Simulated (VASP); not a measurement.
Here is a VASP 6.6.1 calculation.

Contents of INCAR:

```
SYSTEM = Au
PREC = Accurate
ENCUT = 500
EDIFF = 1E-7
ISMEAR = 0
SIGMA = 0.1
LREAL = .False.
LASPH = .True.
NELM = 120
ALGO = Normal
ISIF = 3
LWAVE = .False.
LCHARG = .False.
GGA = PS
IBRION = 2
NSW = 60
EDIFFG = -0.03
GGA_COMPAT = .False.
NELMIN = 4
```

Contents of KPOINTS:

```
Automatic mesh
0
Gamma
  10 10 10
  0 0 0
```

POSCAR

```
Au
1.0
    0.0000000000      2.0350000000      2.0350000000
    2.0350000000      0.0000000000      2.0350000000
    2.0350000000      2.0350000000      0.0000000000
Au
1
Direct
    0.0000000000      0.0000000000      0.0000000000
```

Potentials or basis: VASP PAW PBE potentials, release 64 (Au).

Run with:

```sh
$ cat potpaw_PBE.64/Au/POTCAR > POTCAR
$ mpirun -np 1 vasp_std > vasp.out
```

Question: Estimate the relaxed volume.

Answer: 17.04 Å³/atom.

Question: What does it give for the space group after relaxing (to 0.05 Å)?

Answer: Fm-3m (No. 225).

The path:
```tsv
step	energy change (eV)	largest force (eV/Å)	pressure (GPa)	volume (Å³)
1	0.0000	0.0000	1.90	16.85
2	0.0018	0.0000	-2.91	17.35
3	-0.0011	0.0000	0.00	17.04
```

Caveat: the PAW data sets were made with another functional, which shifts forces and pressure a little. Zero-point motion and thermal expansion aren't in these numbers.
